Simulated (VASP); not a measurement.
The system is SnO2.

```
Sn O
1.0
     0.00000    4.82746    3.23795
     4.82746    0.00000    3.23795
     4.82746    4.82746    0.00000
Sn O
4 8
Cartesian
  2.4137 2.4137 1.6190
  7.2412 7.2412 4.8569
  0.0000 0.0000 0.0000
  4.8275 4.8275 3.2380
  5.7598 3.8951 1.6190
  5.7598 3.8951 4.8569
  3.8951 5.7598 1.6190
  3.8951 5.7598 4.8569
  1.4814 1.4814 0.0000
  6.3089 6.3089 3.2380
  3.3460 3.3460 0.0000
  3.3460 3.3460 3.2380
```

Base run:

* Program: VASP 6.6.1
* Functional: PBE
* Potentials or basis: VASP PAW PBE potentials, release 64 (Sn_d, O)
* Cutoff: 600 eV
* k mesh: 4 × 4 × 4, shifted
* Occupations: fermi-dirac, width 0.01 eV
* Spin: no spin polarisation

Its results: band gap on the k mesh 1.26 eV; pressure 0.5 GPa; largest force 0.058 eV/Å.

Problem. The run is repeated on the same cell with these changes: k mesh from 4 × 4 × 4, shifted to 2 × 2 × 2, through Γ; further incar settings from ALGO = Normal; EDIFF = 1e-06; NBANDS = 64; ISYM = 0 to ALGO = Normal; EDIFF = 1e-06; NBANDS = 64. What comes out?

Solution. Band gap on the k mesh 0.66 eV; pressure 0.1 GPa; largest force 0.005 eV/Å.

Caveats: some runs use coarse meshes; spin-orbit coupling is left out, which moves the levels of the heavy elements; a shifted mesh leaves out Γ, where band edges can lie (at least some runs); semilocal functionals underestimate gaps, and a narrow one can read as zero (at least some runs).

A k mesh can miss the band edges.
